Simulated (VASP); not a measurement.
# Pb (a cell with a defect) in VASP: single point with LDA

Aim: the single point of Pb (a cell with a defect) with LDA.

All numbers are computed with VASP 6.6.1; they aren't measurements. Logs are shortened: lines on timing, memory, paths and dates and some standing lists are left out, and cuts for length are marked.

## Step 1: The cell of the first run

The cell holds a defect, 26 atoms: a = 10.357 Å, b = 10.357 Å, c = 10.357 Å, α = 60.00°, β = 60.00°, γ = 60.00°.

## Step 2: Single point, LDA (atoms taken out, then relaxed in part)

Input file INCAR:

```
PREC = Accurate
ENCUT = 400
EDIFF = 1E-6
ISMEAR = 0
SIGMA = 0.1
LREAL = False
LASPH = True
NELM = 120
ALGO = Normal
ISIF = 2
LWAVE = False
LCHARG = False
GGA = CA
NBANDS = 201
GGA_COMPAT = False
```

Input file KPOINTS:

```
Automatic mesh
0
Gamma
  3 3 3
```

Input file POSCAR:

```
Pb
1.0
   -7.3234239840      7.3234239840      0.0000000000
   -7.3234239840      0.0000000000      7.3234239840
    0.0000000000      7.3234239840      7.3234239840
Pb
26
Direct
    0.3384043613      0.0000000000      0.0000000000
    0.0000000000      0.3384043613      0.0000000000
    0.0000000000      0.0000000000      0.3384043613
    0.6615956387      0.0000000000      0.0000000000
    0.3344875925      0.3344875925     -0.0034627776
    0.3344875925     -0.0034627776      0.3344875925
    0.0000000000      0.6615956387      0.0000000000
   -0.0034627776      0.3344875925      0.3344875925
    0.0000000000      0.0000000000      0.6615956387
    0.6615956387      0.3384043613      0.0000000000
    0.6615956387      0.0000000000      0.3384043613
    0.3384043613      0.6615956387      0.0000000000
    0.3344875925      0.3344875925      0.3344875925
    0.3384043613      0.0000000000      0.6615956387
    0.0000000000      0.6615956387      0.3384043613
    0.0000000000      0.3384043613      0.6615956387
    0.6655124075      0.6655124075      0.0034627776
    0.6665385274      0.3334614726      0.3334614726
    0.6655124075      0.0034627776      0.6655124075
    0.3334614726      0.6665385274      0.3334614726
    0.3334614726      0.3334614726      0.6665385274
    0.0034627776      0.6655124075      0.6655124075
    0.6665385274      0.6665385274      0.3334614726
    0.6665385274      0.3334614726      0.6665385274
    0.3334614726      0.6665385274      0.6665385274
    0.6655124075      0.6655124075      0.6655124075
```

Potentials or basis: VASP PAW LDA potentials, release 64 (Pb_d).

Launch:

```
$ cat potpaw_LDA.64/Pb_d/POTCAR > POTCAR
$ mpirun -np 1 vasp_std > vasp.out
```

OUTCAR:

```text
PREC = Accurate
   ENCUT = 400
   EDIFF = 1E-6
   ISMEAR = 0
   LREAL = False
   LASPH = True
   NELM = 120
   ISIF = 2
   GGA = CA

 ion  position               nearest neighbor table
   1  0.338  0.000  0.000-   4 3.35   5 3.43   6 3.43  17 3.43  19 3.43  20 3.45  21 3.45   3 3.50
                             2 3.50  12 3.50  14 3.50
   2  0.000  0.338  0.000-   7 3.35   5 3.43   8 3.43  17 3.43  22 3.43  21 3.45  18 3.45   3 3.50
                             1 3.50  10 3.50  16 3.50
   3  0.000  0.000  0.338-   9 3.35   8 3.43   6 3.43  19 3.43  22 3.43  20 3.45  18 3.45   2 3.50
                             1 3.50  11 3.50  15 3.50
   4  0.662  0.000  0.000-   1 3.35  17 3.43  19 3.43   5 3.43   6 3.43  23 3.45  24 3.45   7 3.50
                             9 3.50  10 3.50  11 3.50
   5  0.334  0.334  0.997-   1 3.43   2 3.43   4 3.43   7 3.43  10 3.43  12 3.43  21 3.43  24 3.43
                            25 3.43   6 3.50   8 3.50  13 3.50
   6  0.334  0.997  0.334-   1 3.43   3 3.43   4 3.43   9 3.43  11 3.43  14 3.43  20 3.43  23 3.43
                            25 3.43   8 3.50  13 3.50   5 3.50
   7  0.000  0.662  0.000-   2 3.35  17 3.43  22 3.43   5 3.43   8 3.43  23 3.45  25 3.45   4 3.50
                             9 3.50  12 3.50  15 3.50
   8  0.997  0.334  0.334-   2 3.43   3 3.43   7 3.43   9 3.43  15 3.43  16 3.43  18 3.43  23 3.43
                            24 3.43  13 3.50   5 3.50   6 3.50
   9  0.000  0.000  0.662-   3 3.35  19 3.43  22 3.43   6 3.43   8 3.43  24 3.45  25 3.45   7 3.50
[... 21 lines left out ...]
  20  0.333  0.667  0.333-   6 3.43  17 3.43  22 3.43  13 3.43  21 3.45  18 3.45  23 3.45  25 3.45
                             3 3.45  15 3.45   1 3.45  12 3.45
  21  0.333  0.333  0.667-   5 3.43  19 3.43  22 3.43  13 3.43  20 3.45  18 3.45  24 3.45  25 3.45
                            14 3.45  16 3.45   1 3.45   2 3.45
  22  0.003  0.666  0.666-   7 3.43   9 3.43   2 3.43   3 3.43  15 3.43  16 3.43  25 3.43  21 3.43
                            20 3.43  19 3.50  17 3.50  26 3.50
  23  0.667  0.667  0.333-  17 3.43   8 3.43   6 3.43  26 3.43  20 3.45  24 3.45  25 3.45  18 3.45
                            11 3.45  15 3.45   7 3.45   4 3.45
  24  0.667  0.333  0.667-  19 3.43   8 3.43   5 3.43  26 3.43  21 3.45  23 3.45  25 3.45  18 3.45
                            10 3.45  16 3.45   4 3.45   9 3.45
  25  0.333  0.667  0.667-  22 3.43   6 3.43   5 3.43  26 3.43  20 3.45  23 3.45  24 3.45  21 3.45
                            12 3.45  14 3.45   7 3.45   9 3.45
  26  0.666  0.666  0.666-  10 3.43  11 3.43  12 3.43  14 3.43  15 3.43  16 3.43  25 3.43  24 3.43
                            23 3.43  17 3.50  19 3.50  22 3.50

  LATTYP: Found a face centered cubic cell.
 ALAT       =    14.6468479680

  Lattice vectors:

 A1 = (  -7.3234239840,   7.3234239840,   0.0000000000)
 A2 = (  -7.3234239840,   0.0000000000,   7.3234239840)
 A3 = (   0.0000000000,   7.3234239840,   7.3234239840)

Analysis of symmetry for initial positions (statically):
=====================================================================
[... 166 lines left out ...]
   ISMEAR =     0;   SIGMA  =   0.10  broadening in eV -4-tet -1-fermi 0-gaus
   EFERMI_NEDOS =   21; number of points for ismear=-14 and -15
   IALGO  =     38    algorithm
   IMIX   =      4    mixing-type and parameters
     AMIX     =   0.40;   BMIX     =  1.00
     AMIX_MAG =   1.60;   BMIX_MAG =  1.00
  volume/ion in A,a.u.               =      30.21       203.89
  Fermi-wavevector in a.u.,A,eV,Ry     =   1.266828  2.393959 21.835366  1.604854
  Thomas-Fermi vector in A             =   2.400009
   LORBIT       =      0    0 simple, 1 ext, 2 COOP (PROOUT), +10 PAW based schemes
   GGA     = CA    functional components
   LHFCALC =     F    Hartree Fock is set to
   AEXX    =    0.0000 exact exchange contribution
   IVDW    =     0    specifies the selected vdW correction
   LEPSILON=     F    determine dielectric tensor
   LRPA    =     F    only Hartree local field effects (RPA)
 non-spin polarized calculation
 Gauss-broadening in eV      SIGMA  =   0.10
  energy-cutoff  :      400.00
  volume of cell :      785.55
 maximum number of plane-waves:     14279
 NGX is ok and might be reduce to    70
   NGX = 33   NGY = 33   NGZ = 33

 number of electron     364.0000006 magnetization

 Free energy of the ion-electron system (eV)
  ---------------------------------------------------
  ext. energy  EPLUGINS =         0.00000000
  ---------------------------------------------------
  free energy    TOTEN  =      -110.46059923 eV

  energy without entropy =     -110.42680596  energy(sigma->0) =     -110.44370259

 E-fermi :   6.8912     XC(G=0): -10.4216

 val. band max:        6.8377472189   @ k =   0.3333   0.3333   0.0000
 cond. band min:       6.9437728412   @ k =   0.3333   0.3333   0.0000
 fundamental gap:      0.1060256223
 Fermi energy:         6.8911807540

 k-point     1 :       0.0000    0.0000    0.0000
  band No.  band energies     occupation
      1     -10.1390      2.00000
      2     -10.1390      2.00000
      3     -10.1273      2.00000
      4     -10.1230      2.00000
      5     -10.1230      2.00000
      6     -10.1230      2.00000
[... 777 lines left out ...]
    193       8.4978      0.00000
    194       8.7891      0.00000
 [bands above 194 left out]

------------------------ aborting loop because EDIFF is reached ----------------------------------------

  FORCE on cell =-STRESS in cart. coord.  units (eV):
  Direction    XX          YY          ZZ          XY          YZ          ZX
  --------------------------------------------------------------------------------------
  -------------------------------------------------------------------------------------
  Total       -2.5537600     -2.5537600     -2.5537600      0.0000000      0.0000000     -0.0000000
  in kB       -5.2085655     -5.2085655     -5.2085655      0.0000000      0.0000000     -0.0000000
  external PRESSURE =      -5.2085655 kB  Pullay stress =       0.0000000 kB

 VOLUME and BASIS-vectors are now :
 -----------------------------------------------------------------------------
  energy-cutoff  :      400.00
  volume of cell :      785.55
      direct lattice vectors                 reciprocal lattice vectors
    -7.323423984  7.323423984  0.000000000    -0.068274075  0.068274075 -0.068274075
    -7.323423984  0.000000000  7.323423984    -0.068274075 -0.068274075  0.068274075
     0.000000000  7.323423984  7.323423984     0.068274075  0.068274075  0.068274075

 POSITION                                       TOTAL-FORCE (eV/Angst)
 -----------------------------------------------------------------------------------
     -2.47828      2.47828      0.00000         0.012146     -0.012146      0.000000
     -2.47828      0.00000      2.47828         0.012146      0.000000     -0.012146
      0.00000      2.47828      2.47828        -0.000000     -0.012146     -0.012146
     -4.84515      4.84515      0.00000        -0.012146      0.012146      0.000000
     -4.89919      9.74766      9.74766        -0.001556     -0.001556     -0.001556
     -9.74766      4.89919      9.74766         0.001556      0.001556     -0.001556
[... 18 lines left out ...]
     -7.32342      7.32342      9.76269        -0.000000      0.000000     -0.021383
     -9.74766      9.74766      9.74766         0.001556     -0.001556     -0.001556
 -----------------------------------------------------------------------------------
    total drift:                               -0.000000     -0.000000     -0.000000

  FREE ENERGIE OF THE ION-ELECTRON SYSTEM (eV)
  ---------------------------------------------------
  free  energy   TOTEN  =      -110.4605992277 eV

  energy  without entropy=     -110.4268059571  energy(sigma->0) =     -110.44370259
```

OSZICAR:

```text
N       E                     dE             d eps       ncg     rms          rms(c)
DAV:   1     0.494657095407E+04    0.49466E+04   -0.14731E+05  1632   0.188E+03
DAV:   2     0.623630999135E+03   -0.43229E+04   -0.42861E+04  1608   0.588E+02
DAV:   3    -0.535997558987E+02   -0.67723E+03   -0.65745E+03  1745   0.278E+02
DAV:   4    -0.108979426973E+03   -0.55380E+02   -0.53986E+02  1832   0.816E+01
DAV:   5    -0.110845873098E+03   -0.18664E+01   -0.18497E+01  1880   0.131E+01    0.312E+00
DAV:   6    -0.110557867728E+03    0.28801E+00   -0.16479E+00  2368   0.475E+00    0.147E+00
DAV:   7    -0.110469508940E+03    0.88359E-01   -0.39658E-01  1792   0.315E+00    0.514E-01
DAV:   8    -0.110462773495E+03    0.67354E-02   -0.25846E-02  2304   0.764E-01    0.254E-01
DAV:   9    -0.110460565752E+03    0.22077E-02   -0.29217E-03  1712   0.323E-01    0.346E-02
DAV:  10    -0.110460582955E+03   -0.17203E-04   -0.46282E-04  1824   0.182E-01    0.205E-02
DAV:  11    -0.110460596762E+03   -0.13807E-04   -0.54478E-05  2368   0.454E-02    0.616E-03
DAV:  12    -0.110460598767E+03   -0.20044E-05   -0.63756E-06  1312   0.239E-02    0.276E-03
DAV:  13    -0.110460599228E+03   -0.46116E-06   -0.39174E-06  1312   0.109E-02
   1 F= -.11046060E+03 E0= -.11044370E+03  d E =-.337933E-01
```

stdout:

```text
POSCAR found type information on POSCAR Pb
 POSCAR found :  1 types and      26 ions
 scaLAPACK will be used
 -----------------------------------------------------------------------------
|                                                                             |
|                                                                             |
|     You have a (more or less) 'large supercell' and for larger cells it     |
|     might be more efficient to use real-space projection operators.         |
|     Therefore, try LREAL= Auto in the INCAR file.                           |
|     Mind: For very accurate calculation, you might also keep the            |
|     reciprocal projection scheme (i.e. LREAL=.FALSE.).                      |
|                                                                             |
 -----------------------------------------------------------------------------

 LDA part: xc-table for (Slater(with rela. corr.)+CA(PZ))
 , standard interpolation
 POSCAR, INCAR and KPOINTS ok, starting setup
 FFT: planning ... GRIDC
 FFT: planning ... GRID_SOFT
 FFT: planning ... GRID
 WAVECAR not read
 entering main loop
```

Wall time 16 min (1 thread of AMD EPYC 7R43 (Zen 3), shared host); peak memory 0.59 GiB.

What came out:

```yaml
Free_energy: -110.4606 eV
Pressure: -0.5 GPa
Largest_force: 0.021 eV/Å
Band_gap_on_the_k_mesh: zero (bands 182 and 183 overlap by 1.85 eV)
```

Forces on the atoms (eV/Å):
```
Pb   0.012 -0.012  0.000
Pb   0.012  0.000 -0.012
Pb   0.000 -0.012 -0.012
Pb  -0.012  0.012  0.000
Pb  -0.002 -0.002 -0.002
Pb   0.002  0.002 -0.002
Pb  -0.012  0.000  0.012
Pb   0.002 -0.002  0.002
Pb   0.000  0.012  0.012
Pb   0.000  0.012 -0.012
Pb  -0.012  0.000 -0.012
Pb   0.000 -0.012  0.012
Pb  -0.002  0.002  0.002
Pb   0.012  0.000  0.012
Pb  -0.012 -0.012  0.000
Pb   0.012  0.012  0.000
Pb   0.002  0.002  0.002
Pb   0.000  0.000  0.021
Pb  -0.002 -0.002  0.002
Pb   0.000  0.021  0.000
Pb  -0.021  0.000  0.000
Pb  -0.002  0.002 -0.002
Pb   0.021  0.000  0.000
Pb   0.000 -0.021  0.000
Pb   0.000  0.000 -0.021
Pb   0.002 -0.002 -0.002
```

Levels at points of the mesh, in eV from the Fermi level:
| k point | band 180 | band 181 | band 182 | band 183 | band 184 | band 185 | band 186 | band 187 |
| --- | --- | --- | --- | --- | --- | --- | --- | --- |
| (0.00, 0.00, 0.00) | -1.39 | -1.39 | -1.27 | -1.27 | -1.27 | -1.18 | -0.33 | -0.33 |

Caveat: the cell differs from its parent crystal (atoms taken out, then relaxed in part); spin-orbit coupling is left out, which moves the levels of the heavy elements.

The gap in the log of VASP goes by the Fermi energy; the results here count the filled bands.